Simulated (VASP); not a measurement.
# CdF2 (Fm-3m) in VASP: a series of runs

Runs on CdF2. Level: r2SCAN. Tasks: single point.

All numbers are computed with VASP 6.6.1; they aren't measurements. Logs are shortened: lines on timing, memory, paths and dates and some standing lists are left out, and cuts for length are marked.

### 1 The cell of the first run

It takes space group Fm-3m (No. 225, cubic). Conventional cell: a = 5.205 Å, b = 5.205 Å, c = 5.205 Å, α = 90.00°, β = 90.00°, γ = 90.00°. Within 3.0 Å of Cd (site symmetry m-3m) lie 8 F at 2.25 Å. Within 3.0 Å of F (site symmetry -43m) lie 4 Cd at 2.25 Å and 6 F at 2.60 Å.

### 2 Single point, r2SCAN

The input, POSCAR:

```
CdF2
1.0
    2.6026389563      2.6026389563      0.0000000000
   -2.6026389563      2.6026389563      0.0000000000
    0.0000000000      2.6026389563      2.6026389563
Cd F
1 2
Direct
    0.0000000000      0.0000000000      0.0000000000
    0.2500000000      0.7500000000      0.5000000000
    0.7500000000      0.2500000000      0.5000000000
```

The input, INCAR.step1:

```
SYSTEM = CdF2
ALGO = Normal
EDIFF = 1E-5
ENCUT = 770
GGA = PE
GGA_COMPAT = .FALSE.
ISMEAR = 0
LASPH = .TRUE.
LCHARG = .FALSE.
LREAL = .FALSE.
LWAVE = .TRUE.
NBANDS = 24
NELM = 120
PREC = Accurate
SIGMA = 0.01
```

The input, INCAR.step2:

```
SYSTEM = CdF2
ALGO = Normal
EDIFF = 1E-6
ENCUT = 770
GGA_COMPAT = .FALSE.
ISIF = 2
ISMEAR = 0
ISTART = 1
LASPH = .TRUE.
LCHARG = .FALSE.
LMIXTAU = .TRUE.
LREAL = .FALSE.
LWAVE = .FALSE.
METAGGA = R2SCAN
NBANDS = 24
NELM = 120
PREC = Accurate
SIGMA = 0.01
```

The input, KPOINTS:

```
k-points
0
G
  8 8 8
  0 0 0
```

Potentials or basis: VASP PAW PBE potentials, release 64 (Cd_sv_GW, F).

Launch:

```console
$ cat potpaw_PBE.64/Cd_sv_GW/POTCAR potpaw_PBE.64/F/POTCAR > POTCAR
$ cp INCAR.step1 INCAR
$ mpirun -np 1 vasp_std > vasp.out
$ cp INCAR.step2 INCAR
$ mpirun -np 1 vasp_std > vasp.out
```

OUTCAR:

```text
SYSTEM = CdF2
   EDIFF = 1E-6
   ENCUT = 770
   ISIF = 2
   ISMEAR = 0
   ISTART = 1
   LASPH = .TRUE.
   LREAL = .FALSE.
   METAGGA = R2SCAN
   NELM = 120
   PREC = Accurate

 ion  position               nearest neighbor table
   1  0.000  0.000  0.000-   3 2.25   2 2.25   2 2.25   3 2.25   2 2.25   3 2.25   3 2.25   2 2.25

   2  0.250  0.750  0.500-   1 2.25   1 2.25   1 2.25   1 2.25
   3  0.750  0.250  0.500-   1 2.25   1 2.25   1 2.25   1 2.25

  LATTYP: Found a face centered cubic cell.
 ALAT       =     5.2052779126

  Lattice vectors:

 A1 = (   0.0000000000,   2.6026389563,   2.6026389563)
 A2 = (   2.6026389563,   0.0000000000,   2.6026389563)
 A3 = (   2.6026389563,   2.6026389563,   0.0000000000)

Analysis of symmetry for initial positions (statically):
=====================================================================
 Subroutine PRICEL returns:
 Original cell was already a primitive cell.

 Routine SETGRP: Setting up the symmetry group for a
 face centered cubic supercell.

 Subroutine GETGRP returns: Found 48 space group operations
 (whereof 48 operations were pure point group operations)
 out of a pool of 48 trial point group operations.

The static configuration has the point symmetry O_h .

Analysis of symmetry for dynamics (positions and initial velocities):
=====================================================================
 Subroutine PRICEL returns:
 Original cell was already a primitive cell.

 Routine SETGRP: Setting up the symmetry group for a
 face centered cubic supercell.

 Subroutine GETGRP returns: Found 48 space group operations
 (whereof 48 operations were pure point group operations)
 out of a pool of 48 trial point group operations.

The dynamic configuration has the point symmetry O_h .

 Subroutine INISYM returns: Found 48 space group operations
 (whereof 48 operations are pure point group operations),
 and found     1 'primitive' translations

----------------------------------------------------------------------------------------

                                     Primitive cell

  volume of cell :      35.2591

  direct lattice vectors                    reciprocal lattice vectors
     2.602638956  2.602638956  0.000000000     0.192112701  0.192112701 -0.192112701
    -2.602638956  2.602638956  0.000000000    -0.192112701  0.192112701 -0.192112701
     0.000000000  2.602638956  2.602638956     0.000000000  0.000000000  0.384225402

  length of vectors
     3.680687310  3.680687310  3.680687310     0.332748959  0.332748959  0.384225402

  position of ions in fractional coordinates (direct lattice)
     0.000000000  0.000000000  0.000000000
     0.250000000  0.750000000  0.500000000
     0.750000000  0.250000000  0.500000000

  ion indices of the primitive-cell ions
   primitive index   ion index
                 1           1
                 2           2
                 3           3

----------------------------------------------------------------------------------------

 KPOINTS: k-points

Automatic generation of k-mesh.
 Grid dimensions read from file:
 generate k-points for:    8    8    8

 Generating k-lattice:

  Cartesian coordinates                     Fractional coordinates (reciprocal lattice)
     0.024014088  0.024014088 -0.024014088     0.125000000  0.000000000  0.000000000
    -0.024014088  0.024014088 -0.024014088     0.000000000  0.125000000  0.000000000
     0.000000000  0.000000000  0.048028175     0.000000000  0.000000000  0.125000000

  Length of vectors
     0.041593620  0.041593620  0.048028175

  Shift w.r.t. Gamma in fractional coordinates (k-lattice)
     0.000000000  0.000000000  0.000000000

 Subroutine IBZKPT returns following result:
 ===========================================

 Found     29 irreducible k-points:

 Following reciprocal coordinates:
            Coordinates               Weight
  0.000000  0.000000  0.000000      1.000000
  0.125000  0.000000  0.000000      8.000000
  0.250000  0.000000  0.000000      8.000000
  0.375000  0.000000  0.000000      8.000000
[... 48 lines left out ...]
      4     -59.8806      2.00000
      5     -21.4426      2.00000
      6     -20.0749      2.00000
[... 16 lines left out ...]
     23      22.8279      0.00000
     24      22.8279      0.00000

 k-point     2 :       0.1250    0.0000    0.0000
  band No.  band energies     occupation
      1     -99.6693      2.00000
      2     -59.8813      2.00000
      3     -59.8808      2.00000
      4     -59.8808      2.00000
      5     -21.3813      2.00000
      6     -20.1313      2.00000
[... 16 lines left out ...]
     23      22.4198      0.00000
     24      22.4198      0.00000

 k-point     3 :       0.2500    0.0000    0.0000
  band No.  band energies     occupation
      1     -99.6692      2.00000
      2     -59.8829      2.00000
      3     -59.8810      2.00000
      4     -59.8810      2.00000
      5     -21.2147      2.00000
      6     -20.2825      2.00000
[... 16 lines left out ...]
     23      21.7057      0.00000
     24      22.5943      0.00000

 k-point     4 :       0.3750    0.0000    0.0000
  band No.  band energies     occupation
      1     -99.6691      2.00000
      2     -59.8845      2.00000
      3     -59.8813      2.00000
      4     -59.8813      2.00000
      5     -20.9873      2.00000
      6     -20.4900      2.00000
[... 16 lines left out ...]
     23      21.1377      0.00000
     24      22.0166      0.00000

 k-point     5 :       0.5000    0.0000    0.0000
  band No.  band energies     occupation
      1     -99.6691      2.00000
      2     -59.8852      2.00000
      3     -59.8813      2.00000
      4     -59.8813      2.00000
      5     -20.7849      2.00000
      6     -20.6827      2.00000
[... 451 lines left out ...]
 k-point    22 :       0.2500    0.2500    0.1250
  band No.  band energies     occupation
      1     -99.6691      2.00000
      2     -59.8833      2.00000
      3     -59.8818      2.00000
      4     -59.8813      2.00000
      5     -21.0976      2.00000
      6     -20.3771      2.00000
[... 16 lines left out ...]
     23      22.2799      0.00000
     24      25.2895      0.00000

 k-point    23 :       0.3750    0.2500    0.1250
  band No.  band energies     occupation
      1     -99.6691      2.00000
      2     -59.8842      2.00000
      3     -59.8824      2.00000
      4     -59.8816      2.00000
      5     -20.9141      2.00000
      6     -20.5364      2.00000
[... 16 lines left out ...]
     23      21.6848      0.00000
     24      24.9064      0.00000

 k-point    24 :       0.5000    0.2500    0.1250
  band No.  band energies     occupation
      1     -99.6691      2.00000
      2     -59.8846      2.00000
      3     -59.8826      2.00000
      4     -59.8817      2.00000
      5     -20.7453      2.00000
      6     -20.6940      2.00000
[... 16 lines left out ...]
     23      21.4101      0.00000
     24      24.9391      0.00000

 [... further k-points ...]

------------------------ aborting loop because EDIFF is reached ----------------------------------------

  FORCE on cell =-STRESS in cart. coord.  units (eV):
  Direction    XX          YY          ZZ          XY          YZ          ZX
  --------------------------------------------------------------------------------------
  -------------------------------------------------------------------------------------
  Total        3.2039741      3.2039741      3.2039741      0.0000000      0.0000000      0.0000000
  in kB      145.5887463    145.5887463    145.5887463      0.0000000      0.0000000      0.0000000
  external PRESSURE =     145.5887463 kB  Pullay stress =       0.0000000 kB

 VOLUME and BASIS-vectors are now :
 -----------------------------------------------------------------------------
  energy-cutoff  :      770.00
  volume of cell :       35.26
      direct lattice vectors                 reciprocal lattice vectors
     2.602638956  2.602638956  0.000000000     0.192112701  0.192112701 -0.192112701
    -2.602638956  2.602638956  0.000000000    -0.192112701  0.192112701 -0.192112701
     0.000000000  2.602638956  2.602638956     0.000000000  0.000000000  0.384225402

 POSITION                                       TOTAL-FORCE (eV/Angst)
 -----------------------------------------------------------------------------------
      0.00000      0.00000      0.00000        -0.000000      0.000000      0.000000
     -1.30132      3.90396      1.30132         0.000000      0.000000      0.000000
      1.30132      3.90396      1.30132        -0.000000     -0.000000     -0.000000
 -----------------------------------------------------------------------------------
    total drift:                                0.000000      0.000000      0.000000

  FREE ENERGIE OF THE ION-ELECTRON SYSTEM (eV)
  ---------------------------------------------------
  free  energy   TOTEN  =       -33.6817678021 eV

  energy  without entropy=      -33.6817678021  energy(sigma->0) =      -33.68176780
```

It took 85 s on 1 thread of Intel Xeon 6975P-C (Granite Rapids), shared host; peak memory 0.25 GiB.

What came out:

| Property | Result |
| --- | --- |
| Free energy | -33.6818 eV |
| Pressure | 14.6 GPa |
| Band gap on the k mesh | 4.17 eV (least direct gap 4.53 eV) |

Caveat: the cell stands under pressure; the PAW data sets were made with another functional, which shifts forces and pressure a little. r2SCAN opens gaps a little over a GGA but as a rule still falls short of measured ones.

### 3 Single point, r2SCAN

This run uses another cell than the first one, of 12.10 Å³/atom.

The input, POSCAR:

```
CdF2
1.0
    2.6283325112      2.6283325112      0.0000000000
   -2.6283325112      2.6283325112      0.0000000000
    0.0000000000      2.6283325112      2.6283325112
Cd F
1 2
Direct
    0.0000000000      0.0000000000      0.0000000000
    0.2500000000      0.7500000000      0.5000000000
    0.7500000000      0.2500000000      0.5000000000
```

The input, INCAR.step1:

```
  ALGO = Normal
  EDIFF = 1E-5
  ENCUT = 770
  GGA = PE
  GGA_COMPAT = False
  ISMEAR = 0
  LASPH = True
  LCHARG = False
  LREAL = False
  LWAVE = True
  NBANDS = 24
  NELM = 120
  PREC = Accurate
  SIGMA = 0.01
```

The input, INCAR.step2:

```
  ALGO = Normal
  EDIFF = 1E-6
  ENCUT = 770
  GGA_COMPAT = False
  ISIF = 2
  ISMEAR = 0
  ISTART = 1
  LASPH = True
  LCHARG = False
  LMIXTAU = True
  LREAL = False
  LWAVE = False
  METAGGA = R2SCAN
  NBANDS = 24
  NELM = 120
  PREC = Accurate
  SIGMA = 0.01
```

The input, KPOINTS:

```
k-points
0
Gamma
  8 8 8
```

Potentials or basis: VASP PAW PBE potentials, release 64 (Cd_sv_GW, F).

Launch:

```console
$ cat potpaw_PBE.64/Cd_sv_GW/POTCAR potpaw_PBE.64/F/POTCAR > POTCAR
$ cp INCAR.step1 INCAR
$ mpirun -np 1 vasp_std > vasp.out
$ cp INCAR.step2 INCAR
$ mpirun -np 1 vasp_std > vasp.out
```

It took 2.8 min on 1 thread of Intel Xeon Platinum 8259CL at 2.50GHz (Skylake/Cascade Lake), shared host; peak memory 0.25 GiB.

The run converged. Its results:

```yaml
Free_energy: -33.7638 eV
Pressure: 9.6 GPa
Band_gap_on_the_k_mesh: 4.06 eV (least direct gap 4.47 eV)
```

Levels at points of the mesh, in eV from the valence-band top:
| k point | band 13 | band 14 | band 15 | band 16 | band 17 | band 18 | band 19 | band 20 | band 21 | band 22 |
| --- | --- | --- | --- | --- | --- | --- | --- | --- | --- | --- |
| (0.00, 0.00, 0.00) | -1.20 | -1.20 | -0.41 | -0.41 | -0.41 | 4.06 | 13.97 | 13.97 | 13.97 | 18.66 |
| (0.50, 0.00, 0.00) | -2.64 | -2.15 | -2.15 | -0.35 | -0.35 | 8.62 | 9.93 | 16.31 | 16.31 | 19.55 |
| (0.50, 0.50, 0.00) | -3.39 | -3.13 | -0.69 | -0.10 | -0.10 | 9.56 | 11.02 | 12.38 | 16.01 | 16.01 |

Caveat: the cell stands under pressure; the PAW data sets were made with another functional, which shifts forces and pressure a little. A k mesh can miss the band edges.

### 4 Single point, r2SCAN

This run uses another cell than the first one, of 12.82 Å³/atom.

The input, POSCAR:

```
CdF2
1.0
    2.6788911857      2.6788911857      0.0000000000
   -2.6788911857      2.6788911857      0.0000000000
    0.0000000000      2.6788911857      2.6788911857
Cd F
1 2
Direct
    0.0000000000      0.0000000000      0.0000000000
    0.2500000000      0.7500000000      0.5000000000
    0.7500000000      0.2500000000      0.5000000000
```

The input, INCAR.step1:

```
  PREC = Accurate
  ENCUT = 770
  ISMEAR = 0
  SIGMA = 0.01
  LREAL = F
  LASPH = T
  NELM = 120
  NBANDS = 24
  GGA = PE
  ALGO = Normal
  EDIFF = 1E-5
  LWAVE = T
  LCHARG = F
  GGA_COMPAT = F
```

The input, INCAR.step2:

```
  PREC = Accurate
  ENCUT = 770
  EDIFF = 1E-6
  ISMEAR = 0
  SIGMA = 0.01
  LREAL = F
  LASPH = T
  NELM = 120
  ALGO = Normal
  ISIF = 2
  LWAVE = F
  LCHARG = F
  METAGGA = R2SCAN
  LMIXTAU = T
  NBANDS = 24
  ISTART = 1
  GGA_COMPAT = F
```

The input, KPOINTS:

```
regular mesh
0
Gamma
  8 8 8
```

Launch:

```console
$ cat potpaw_PBE.64/Cd_sv_GW/POTCAR potpaw_PBE.64/F/POTCAR > POTCAR
$ cp INCAR.step1 INCAR
$ mpirun -np 1 vasp_std > vasp.out
$ cp INCAR.step2 INCAR
$ mpirun -np 1 vasp_std > vasp.out
```

It took 2.1 min on 1 thread of Intel Xeon Platinum 8488C (Sapphire Rapids), shared host; peak memory 0.25 GiB.

Results (log left out):

```yaml
Free_energy: -33.8415 eV
Pressure: 1.6 GPa
Band_gap_on_the_k_mesh: 3.85 eV (least direct gap 4.35 eV)
```

Levels at points of the mesh, in eV from the valence-band top:
| k point | band 13 | band 14 | band 15 | band 16 | band 17 | band 18 | band 19 | band 20 | band 21 | band 22 |
| --- | --- | --- | --- | --- | --- | --- | --- | --- | --- | --- |
| (0.00, 0.00, 0.00) | -1.03 | -1.03 | -0.49 | -0.49 | -0.49 | 3.85 | 13.70 | 13.70 | 13.70 | 18.11 |
| (0.50, 0.00, 0.00) | -2.36 | -1.91 | -1.91 | -0.40 | -0.40 | 8.15 | 9.75 | 15.77 | 15.77 | 19.12 |
| (0.50, 0.50, 0.00) | -3.05 | -3.05 | -0.56 | -0.09 | -0.09 | 9.06 | 10.68 | 12.25 | 15.46 | 15.46 |

Caveat: the PAW data sets were made with another functional, which shifts forces and pressure a little.

### 5 Single point, r2SCAN

This run uses another cell than the first one, of 12.62 Å³/atom.

The input, POSCAR:

```
CdF2
1.0
    2.6649725482      2.6649725482      0.0000000000
   -2.6649725482      2.6649725482      0.0000000000
    0.0000000000      2.6649725482      2.6649725482
Cd F
1 2
Direct
    0.0000000000      0.0000000000      0.0000000000
    0.2500000000      0.7500000000      0.5000000000
    0.7500000000      0.2500000000      0.5000000000
```

The input, INCAR.step1:

```
ALGO = Normal
EDIFF = 1E-5
ENCUT = 770
GGA = PE
GGA_COMPAT = F
ISMEAR = 0
LASPH = T
LCHARG = F
LREAL = F
LWAVE = T
NBANDS = 24
NELM = 120
PREC = Accurate
SIGMA = 0.01
```

The input, INCAR.step2:

```
ALGO = Normal
EDIFF = 1E-6
ENCUT = 770
GGA_COMPAT = F
ISIF = 2
ISMEAR = 0
ISTART = 1
LASPH = T
LCHARG = T
LELF = T
LMIXTAU = T
LREAL = F
LVHAR = T
LWAVE = F
METAGGA = R2SCAN
NBANDS = 24
NELM = 120
PREC = Accurate
SIGMA = 0.01
```

The input, KPOINTS:

```
k-points
0
Gamma
  8 8 8
```

Launch:

```console
$ cat potpaw_PBE.64/Cd_sv_GW/POTCAR potpaw_PBE.64/F/POTCAR > POTCAR
$ cp INCAR.step1 INCAR
$ mpirun -np 1 vasp_std > vasp.out
$ cp INCAR.step2 INCAR
$ mpirun -np 1 vasp_std > vasp.out
```

Run time: 2.3 min. Hardware: 1 thread of Intel Xeon Platinum 8488C (Sapphire Rapids), shared host; peak memory 0.25 GiB.

The run converged. Its results:

| Quantity | Value |
| --- | --- |
| Free energy | -33.8303 eV |
| Pressure | 3.6 GPa |
| Band gap on the k mesh | 3.91 eV (least direct gap 4.38 eV) |

Levels at points of the mesh, in eV from the valence-band top:
```
           k point  band 14  band 15  band 16  band 17  band 18  band 19  band 20  band 21
(0.00, 0.00, 0.00)    -1.08    -0.47    -0.47    -0.47     3.91    13.77    13.77    13.77
(0.50, 0.00, 0.00)    -1.98    -1.98    -0.39    -0.39     8.28     9.80    15.92    15.92
(0.50, 0.50, 0.00)    -3.09    -0.59    -0.10    -0.10     9.19    10.77    12.29    15.61
```

Caveat: the cell stands under pressure; the PAW data sets were made with another functional, which shifts forces and pressure a little.

### 6 Single point, r2SCAN

This run uses another cell than the first one, of 12.82 Å³/atom.

The input, POSCAR:

```
CdF2
1.0
    2.6788911857      2.6788911857      0.0000000000
   -2.6788911857      2.6788911857      0.0000000000
    0.0000000000      2.6788911857      2.6788911857
Cd F
1 2
Direct
    0.0000000000      0.0000000000      0.0000000000
    0.2500000000      0.7500000000      0.5000000000
    0.7500000000      0.2500000000      0.5000000000
```

The input, INCAR.step1:

```
SYSTEM = CdF2
PREC = Accurate
ENCUT = 770
ISMEAR = 0
SIGMA = 0.01
LREAL = .False.
LASPH = .True.
NELM = 120
NBANDS = 24
GGA = PE
ALGO = Normal
EDIFF = 1E-5
LWAVE = .True.
LCHARG = .False.
GGA_COMPAT = .False.
```

The input, INCAR.step2:

```
SYSTEM = CdF2
PREC = Accurate
ENCUT = 770
EDIFF = 1E-6
ISMEAR = 0
SIGMA = 0.01
LREAL = .False.
LASPH = .True.
NELM = 120
ALGO = Normal
ISIF = 2
LWAVE = .False.
LCHARG = .False.
METAGGA = R2SCAN
LMIXTAU = .True.
NBANDS = 24
ISTART = 1
GGA_COMPAT = .False.
```

The input, KPOINTS:

```
Automatic mesh
0
Gamma
  8 8 8
  0 0 0
```

Potentials or basis: VASP PAW PBE potentials, release 64 (Cd_sv_GW, F).

Launch:

```console
$ cat potpaw_PBE.64/Cd_sv_GW/POTCAR potpaw_PBE.64/F/POTCAR > POTCAR
$ cp INCAR.step1 INCAR
$ mpirun -np 1 vasp_std > vasp.out
$ cp INCAR.step2 INCAR
$ mpirun -np 1 vasp_std > vasp.out
```

Run time: 3 min. Hardware: 1 thread of Intel Xeon Platinum 8259CL at 2.50GHz (Skylake/Cascade Lake), shared host; peak memory 0.26 GiB.

The run converged. Its results:

```yaml
Free_energy: -33.8415 eV
Pressure: 1.6 GPa
Band_gap_on_the_k_mesh: 3.85 eV (least direct gap 4.35 eV)
```

Levels at points of the mesh, in eV from the valence-band top:
```
           k point  band 13  band 14  band 15  band 16  band 17  band 18  band 19  band 20  band 21  band 22
(0.00, 0.00, 0.00)    -1.03    -1.03    -0.49    -0.49    -0.49     3.85    13.70    13.70    13.70    18.11
(0.50, 0.00, 0.00)    -2.36    -1.91    -1.91    -0.40    -0.40     8.15     9.75    15.77    15.77    19.12
(0.50, 0.50, 0.00)    -3.05    -3.05    -0.56    -0.09    -0.09     9.06    10.68    12.25    15.46    15.46
```

Caveat: the PAW data sets were made with another functional, which shifts forces and pressure a little. r2SCAN opens gaps a little over a GGA but as a rule still falls short of measured ones.

### 7 The runs side by side

| cell | gap on the mesh (eV) | pressure (GPa) |
| --- | --- | --- |
| a = 3.681 Å, angles 60.0, 60.0, 90.0°, 3 atoms | 4.17 | 14.6 |
| a = 3.717 Å, angles 60.0, 60.0, 90.0°, 3 atoms | 4.06 | 9.6 |
| a = 3.789 Å, angles 60.0, 60.0, 90.0°, 3 atoms | 3.85 | 1.6 |
| a = 3.769 Å, angles 60.0, 60.0, 90.0°, 3 atoms | 3.91 | 3.6 |

Alike in all rows: task single point; level r2SCAN; potentials or basis VASP PAW PBE potentials, release 64 (Cd_sv_GW, F); no spin polarisation; k mesh 8 × 8 × 8; cutoff (eV) 770; smearing gaussian 0.01 eV.

Caveats: the PAW data sets were made with another functional, which shifts forces and pressure a little; the cell stands under pressure (at least some runs).

Total energies depend on the potentials used, so only differences within one code and one set of settings carry meaning.
